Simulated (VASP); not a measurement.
A run of VASP 6.6.1:

File POSCAR:

```
AgI
1.0
    4.6512919221      0.0000000000      0.0000000000
   -2.3256459611      4.0281369650      0.0000000000
    0.0000000000      0.0000000000      7.5978539869
Ag I
2 2
Direct
    0.3333333333      0.6666666667      0.0024013965
    0.6666666667      0.3333333333      0.5024013965
    0.3333333333      0.6666666667      0.3774986035
    0.6666666667      0.3333333333      0.8774986035
```

Contents of INCAR.step1:

```
ALGO     = Normal         # electronic algorithm
EDIFF    = 1E-5           # SCF threshold, eV
ENCUT    = 550            # plane-wave cutoff, eV
GGA      = PE             # functional
GGA_COMPAT= F            
ISMEAR   = 0              # smearing method
LASPH    = T              # aspherical terms in the spheres
LCHARG   = F              # write CHGCAR
LREAL    = F              # projectors in reciprocal space
LWAVE    = T              # write WAVECAR
NBANDS   = 26             # bands
NELM     = 120            # most SCF steps
PREC     = Accurate       # precision mode
SIGMA    = 0.01           # smearing width, eV
```

Contents of INCAR.step2:

```
ALGO     = Normal         # electronic algorithm
EDIFF    = 1E-6           # SCF threshold, eV
ENCUT    = 550            # plane-wave cutoff, eV
GGA_COMPAT= F            
ISIF     = 2              # what is computed and relaxed
ISMEAR   = 0              # smearing method
ISTART   = 1            
LASPH    = T              # aspherical terms in the spheres
LCHARG   = T              # write CHGCAR
LELF     = T              # ELF
LMIXTAU  = T            
LREAL    = F              # projectors in reciprocal space
LVHAR    = T            
LWAVE    = F              # write WAVECAR
METAGGA  = R2SCAN         # meta-GGA
NBANDS   = 26             # bands
NELM     = 120            # most SCF steps
PREC     = Accurate       # precision mode
SIGMA    = 0.01           # smearing width, eV
```

File KPOINTS:

```
k-points
0
Gamma
  6 6 4
```

Potentials or basis: VASP PAW PBE potentials, release 64 (Ag, I).

The run is started by

```console
$ cat potpaw_PBE.64/Ag/POTCAR potpaw_PBE.64/I/POTCAR > POTCAR
$ cp INCAR.step1 INCAR
$ mpirun -np 1 vasp_std > vasp.out
$ cp INCAR.step2 INCAR
$ mpirun -np 1 vasp_std > vasp.out
```

Hardware: 1 thread of Intel(R) Xeon(R) Platinum 8375C CPU @ 2.90GHz (Ice Lake), with other jobs on the host.

Question: How long does it take, and how much memory?

Answer: Wall time 5.7 min on 1 thread of Intel(R) Xeon(R) Platinum 8375C CPU @ 2.90GHz (Ice Lake) (shared host), peak memory 0.33 GiB. Counts: k points 21.
